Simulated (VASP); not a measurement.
# Sn (Fm-3m) in VASP: settings compared, part 2 of 2

VASP 6.6.1. The steps go on from the part before.

## (4) Single point, r2SCAN (27.34 Å³/atom)

This run uses another cell than the first one, of 27.34 Å³/atom.

POSCAR reads:

```
Sn
1.0
    0.0000000000      2.3910017349      2.3910017349
    2.3910017349      0.0000000000      2.3910017349
    2.3910017349      2.3910017349      0.0000000000
Sn
1
Direct
    0.0000000000      0.0000000000      0.0000000000
```

INCAR.step1 reads:

```
PREC = Accurate
ENCUT = 550
ISMEAR = 0
SIGMA = 0.05
LREAL = False
LASPH = True
NELM = 120
NBANDS = 13
GGA = PE
ALGO = Normal
EDIFF = 1E-5
LWAVE = True
LCHARG = False
GGA_COMPAT = False
```

INCAR.step2 reads:

```
PREC = Accurate
ENCUT = 550
EDIFF = 1E-6
ISMEAR = 0
SIGMA = 0.05
LREAL = False
LASPH = True
NELM = 120
ALGO = Normal
ISIF = 2
LWAVE = False
LCHARG = True
METAGGA = R2SCAN
LMIXTAU = True
LELF = True
LVHAR = True
NBANDS = 13
ISTART = 1
GGA_COMPAT = False
```

KPOINTS reads:

```
Automatic mesh
0
Gamma
  16 16 16
```

The run is started by

```bash
$ cat potpaw_PBE.64/Sn_d/POTCAR > POTCAR
$ cp INCAR.step1 INCAR
$ mpirun -np 1 vasp_std > vasp.out
$ cp INCAR.step2 INCAR
$ mpirun -np 1 vasp_std > vasp.out
```

Wall time 2 min (1 thread of Intel Xeon 6975P-C (Granite Rapids), shared host); peak memory 0.19 GiB.

It converged, with:

| Item | Value |
| --- | --- |
| Free energy | -24.5035 eV |
| Pressure | 0.0 GPa |
| Band gap on the k mesh | zero (bands 7 and 8 overlap by 10.16 eV) |

Levels at points of the mesh, in eV from the Fermi level:
| k point | band 3 | band 4 | band 5 | band 6 | band 7 | band 8 | band 9 | band 10 | band 11 | band 12 |
| --- | --- | --- | --- | --- | --- | --- | --- | --- | --- | --- |
| (0.00, 0.00, 0.00) | -22.31 | -22.23 | -22.23 | -11.73 | 8.09 | 8.09 | 8.09 | 11.21 | 12.30 | 12.30 |
| (0.50, 0.00, 0.00) | -22.30 | -22.15 | -22.15 | -7.11 | -4.93 | 6.04 | 6.04 | 10.74 | 10.77 | 11.10 |
| (0.50, 0.50, 0.00) | -22.15 | -22.12 | -22.12 | -5.02 | -3.95 | 2.10 | 2.10 | 5.91 | 5.94 | 21.03 |

Caveat: the PAW data sets were made with another functional, which shifts forces and pressure a little; spin-orbit coupling is left out, which moves the levels of the heavy elements.

## (5) Single point, r2SCAN (27.83 Å³/atom)

This run uses another cell than the first one, of 27.83 Å³/atom.

POSCAR reads:

```
Sn
1.0
    0.0000000000      2.4052707366      2.4052707366
    2.4052707366      0.0000000000      2.4052707366
    2.4052707366      2.4052707366      0.0000000000
Sn
1
Direct
    0.0000000000      0.0000000000      0.0000000000
```

INCAR.step1 reads:

```
ALGO     = Normal         # electronic algorithm
EDIFF    = 1E-5           # SCF threshold, eV
ENCUT    = 550            # plane-wave cutoff, eV
GGA      = PE             # functional
GGA_COMPAT= False        
ISMEAR   = 0              # smearing method
LASPH    = True           # aspherical terms in the spheres
LCHARG   = False          # write CHGCAR
LREAL    = False          # projectors in reciprocal space
LWAVE    = True           # write WAVECAR
NBANDS   = 13             # bands
NELM     = 120            # most SCF steps
PREC     = Accurate       # precision mode
SIGMA    = 0.05           # smearing width, eV
```

INCAR.step2 reads:

```
ALGO     = Normal         # electronic algorithm
EDIFF    = 1E-6           # SCF threshold, eV
ENCUT    = 550            # plane-wave cutoff, eV
GGA_COMPAT= False        
ISIF     = 2              # what is computed and relaxed
ISMEAR   = 0              # smearing method
ISTART   = 1            
LASPH    = True           # aspherical terms in the spheres
LCHARG   = False          # write CHGCAR
LMIXTAU  = True         
LREAL    = False          # projectors in reciprocal space
LWAVE    = False          # write WAVECAR
METAGGA  = R2SCAN         # meta-GGA
NBANDS   = 13             # bands
NELM     = 120            # most SCF steps
PREC     = Accurate       # precision mode
SIGMA    = 0.05           # smearing width, eV
```

KPOINTS reads:

```
k-points
0
Gamma
  16 16 16
```

The run is started by

```bash
$ cat potpaw_PBE.64/Sn_d/POTCAR > POTCAR
$ cp INCAR.step1 INCAR
$ mpirun -np 1 vasp_std > vasp.out
$ cp INCAR.step2 INCAR
$ mpirun -np 1 vasp_std > vasp.out
```

Wall time 1.7 min (1 thread of Intel Xeon 6975P-C (Granite Rapids), shared host); peak memory 0.2 GiB.

Results (log left out):

```
Free energy            : -24.5023 eV
Pressure               : -0.9 GPa
Band gap on the k mesh : zero (bands 7 and 8 overlap by 9.96 eV)
```

Levels at points of the mesh, in eV from the Fermi level:
```csv
k point,band 5,band 6,band 7,band 8,band 9,band 10
"(0.00, 0.00, 0.00)",-22.22,-11.59,7.94,7.94,7.94,11.20
"(0.50, 0.00, 0.00)",-22.15,-7.08,-4.83,5.93,5.93,10.61
"(0.50, 0.50, 0.00)",-22.12,-5.05,-3.87,2.08,2.08,5.86
```

Caveat: the PAW data sets were made with another functional, which shifts forces and pressure a little; spin-orbit coupling is left out, which moves the levels of the heavy elements.

## (6) Single point, r2SCAN

This run uses another cell than the first one, of 28.08 Å³/atom.

POSCAR reads:

```
Sn
1.0
    0.0000000000      2.4124845670      2.4124845670
    2.4124845670      0.0000000000      2.4124845670
    2.4124845670      2.4124845670      0.0000000000
Sn
1
Direct
    0.0000000000      0.0000000000      0.0000000000
```

INCAR.step1 reads:

```
SYSTEM = Sn
PREC = Accurate
ENCUT = 550
ISMEAR = 0
SIGMA = 0.05
LREAL = .False.
LASPH = .True.
NELM = 120
NBANDS = 13
GGA = PE
ALGO = Normal
EDIFF = 1E-5
LWAVE = .True.
LCHARG = .False.
GGA_COMPAT = .False.
```

INCAR.step2 reads:

```
SYSTEM = Sn
PREC = Accurate
ENCUT = 550
EDIFF = 1E-6
ISMEAR = 0
SIGMA = 0.05
LREAL = .False.
LASPH = .True.
NELM = 120
ALGO = Normal
ISIF = 2
LWAVE = .False.
LCHARG = .False.
METAGGA = R2SCAN
LMIXTAU = .True.
NBANDS = 13
ISTART = 1
GGA_COMPAT = .False.
```

KPOINTS reads:

```
regular mesh
0
Gamma
  16 16 16
  0 0 0
```

Potentials or basis: VASP PAW PBE potentials, release 64 (Sn_d).

The run is started by

```bash
$ cat potpaw_PBE.64/Sn_d/POTCAR > POTCAR
$ cp INCAR.step1 INCAR
$ mpirun -np 1 vasp_std > vasp.out
$ cp INCAR.step2 INCAR
$ mpirun -np 1 vasp_std > vasp.out
```

OUTCAR:

```text
SYSTEM = Sn
   PREC = Accurate
   ENCUT = 550
   EDIFF = 1E-6
   ISMEAR = 0
   LREAL = .False.
   LASPH = .True.
   NELM = 120
   ISIF = 2
   METAGGA = R2SCAN
   ISTART = 1

 ion  position               nearest neighbor table
   1  0.000  0.000  0.000-

  LATTYP: Found a face centered cubic cell.
 ALAT       =     4.8249691340

  Lattice vectors:

 A1 = (   0.0000000000,   2.4124845670,   2.4124845670)
 A2 = (   2.4124845670,   0.0000000000,   2.4124845670)
 A3 = (   2.4124845670,   2.4124845670,   0.0000000000)

Analysis of symmetry for initial positions (statically):
=====================================================================
 Subroutine PRICEL returns:
 Original cell was already a primitive cell.

 Routine SETGRP: Setting up the symmetry group for a
 face centered cubic supercell.

 Subroutine GETGRP returns: Found 48 space group operations
 (whereof 48 operations were pure point group operations)
 out of a pool of 48 trial point group operations.

The static configuration has the point symmetry O_h .

Analysis of symmetry for dynamics (positions and initial velocities):
=====================================================================
 Subroutine PRICEL returns:
 Original cell was already a primitive cell.

 Routine SETGRP: Setting up the symmetry group for a
 face centered cubic supercell.

 Subroutine GETGRP returns: Found 48 space group operations
 (whereof 48 operations were pure point group operations)
 out of a pool of 48 trial point group operations.

The dynamic configuration has the point symmetry O_h .

 Subroutine INISYM returns: Found 48 space group operations
 (whereof 48 operations are pure point group operations),
 and found     1 'primitive' translations

----------------------------------------------------------------------------------------

                                     Primitive cell

  volume of cell :      28.0817

  direct lattice vectors                    reciprocal lattice vectors
     0.000000000  2.412484567  2.412484567    -0.207255212  0.207255212  0.207255212
     2.412484567  0.000000000  2.412484567     0.207255212 -0.207255212  0.207255212
[... 116 lines left out ...]
  energy-cutoff  :      550.00
  volume of cell :       28.08
 maximum number of plane-waves:       869
 NGX is ok and might be reduce to    28
   NGX = 13   NGY = 13   NGZ = 13

 number of electron      13.9999998 magnetization

 Free energy of the ion-electron system (eV)
  ---------------------------------------------------
  ext. energy  EPLUGINS =         0.00000000
  ---------------------------------------------------
  free energy    TOTEN  =       -24.50065027 eV

  energy without entropy =      -24.49965719  energy(sigma->0) =      -24.50015373

 E-fermi :   7.7396     XC(G=0): -11.1021

 val. band max:        7.7262135237   @ k =  -0.2500   0.2500   0.0000
 cond. band min:       7.7424046469   @ k =  -0.3125   0.3125   0.1250
 fundamental gap:      0.0161911232
 Fermi energy:         7.7395934879

 k-point     1 :       0.0000    0.0000    0.0000
  band No.  band energies     occupation
      1     -14.5574      2.00000
      2     -14.5574      2.00000
      3     -14.5574      2.00000
      4     -14.4826      2.00000
      5     -14.4826      2.00000
      6      -3.7831      2.00000
      7      15.5983      0.00000
      8      15.5983      0.00000
      9      15.5983      0.00000
     10      18.9317      0.00000
     11      19.8743      0.00000
     12      19.8743      0.00000
     13      19.8743      0.00000
[... 354 lines left out ...]
  band No.  band energies     occupation
      1     -14.5582      2.00000
      2     -14.5503      2.00000
      3     -14.5465      2.00000
      4     -14.4858      2.00000
      5     -14.4793      2.00000
      6      -3.5618      2.00000
      7      13.9416      0.00000
      8      14.3882      0.00000
      9      15.6632      0.00000
     10      18.2286      0.00000
     11      20.0261      0.00000
     12      20.7600      0.00000
     13      22.3129      0.00000

 [... further k-points ...]

------------------------ aborting loop because EDIFF is reached ----------------------------------------

  FORCE on cell =-STRESS in cart. coord.  units (eV):
  Direction    XX          YY          ZZ          XY          YZ          ZX
  --------------------------------------------------------------------------------------
  -------------------------------------------------------------------------------------
  Total       -0.2394025     -0.2394025     -0.2394025      0.0000000     -0.0000000      0.0000000
  in kB      -13.6588983    -13.6588983    -13.6588983      0.0000000     -0.0000000      0.0000000
  external PRESSURE =     -13.6588983 kB  Pullay stress =       0.0000000 kB

 VOLUME and BASIS-vectors are now :
 -----------------------------------------------------------------------------
  energy-cutoff  :      550.00
  volume of cell :       28.08
      direct lattice vectors                 reciprocal lattice vectors
     0.000000000  2.412484567  2.412484567    -0.207255212  0.207255212  0.207255212
     2.412484567  0.000000000  2.412484567     0.207255212 -0.207255212  0.207255212
     2.412484567  2.412484567  0.000000000     0.207255212  0.207255212 -0.207255212

 POSITION                                       TOTAL-FORCE (eV/Angst)
 -----------------------------------------------------------------------------------
      0.00000      0.00000      0.00000        -0.000000      0.000000     -0.000000
 -----------------------------------------------------------------------------------
    total drift:                               -0.000000     -0.000000     -0.000000

  FREE ENERGIE OF THE ION-ELECTRON SYSTEM (eV)
  ---------------------------------------------------
  free  energy   TOTEN  =       -24.5006502692 eV

  energy  without entropy=      -24.4996571922  energy(sigma->0) =      -24.50015373
```

It took 100 s on 1 thread of Intel Xeon 6975P-C (Granite Rapids), shared host; peak memory 0.2 GiB.

Results:

```
Free energy            : -24.5007 eV
Pressure               : -1.4 GPa
Band gap on the k mesh : zero (bands 7 and 8 overlap by 9.87 eV)
```

Levels at points of the mesh, in eV from the Fermi level:
| k point | band 5 | band 6 | band 7 | band 8 | band 9 | band 10 |
| --- | --- | --- | --- | --- | --- | --- |
| (0.00, 0.00, 0.00) | -22.22 | -11.52 | 7.86 | 7.86 | 7.86 | 11.19 |
| (0.50, 0.00, 0.00) | -22.14 | -7.07 | -4.78 | 5.88 | 5.88 | 10.53 |
| (0.50, 0.50, 0.00) | -22.13 | -5.06 | -3.83 | 2.07 | 2.07 | 5.83 |

Caveat: the PAW data sets were made with another functional, which shifts forces and pressure a little; spin-orbit coupling is left out, which moves the levels of the heavy elements.

## (7) The runs side by side

| level | cell | k mesh | cutoff (eV) | gap on the mesh (eV) | pressure (GPa) |
| --- | --- | --- | --- | --- | --- |
| PBE | a = 3.384 Å, angles 60.0°, 1 atom | 8 × 8 × 8 | 500 | none | 1.2 |
| PBE | a = 3.412 Å, angles 60.0°, 1 atom | 8 × 8 × 8 | 500 | none | 0.0 |
| r2SCAN | a = 3.381 Å, angles 60.0°, 1 atom | 16 × 16 × 16 | 550 | none | 0.0 |
| r2SCAN | a = 3.402 Å, angles 60.0°, 1 atom | 16 × 16 × 16 | 550 | none | -0.9 |
| r2SCAN | a = 3.412 Å, angles 60.0°, 1 atom | 16 × 16 × 16 | 550 | none | -1.4 |

Alike in all rows: task single point; potentials or basis VASP PAW PBE potentials, release 64 (Sn_d); no spin polarisation; smearing gaussian 0.05 eV.

Caveats: spin-orbit coupling is left out, which moves the levels of the heavy elements; the PAW data sets were made with another functional, which shifts forces and pressure a little (at least some runs).

Total energies depend on the potentials used, so only differences within one code and one set of settings carry meaning.
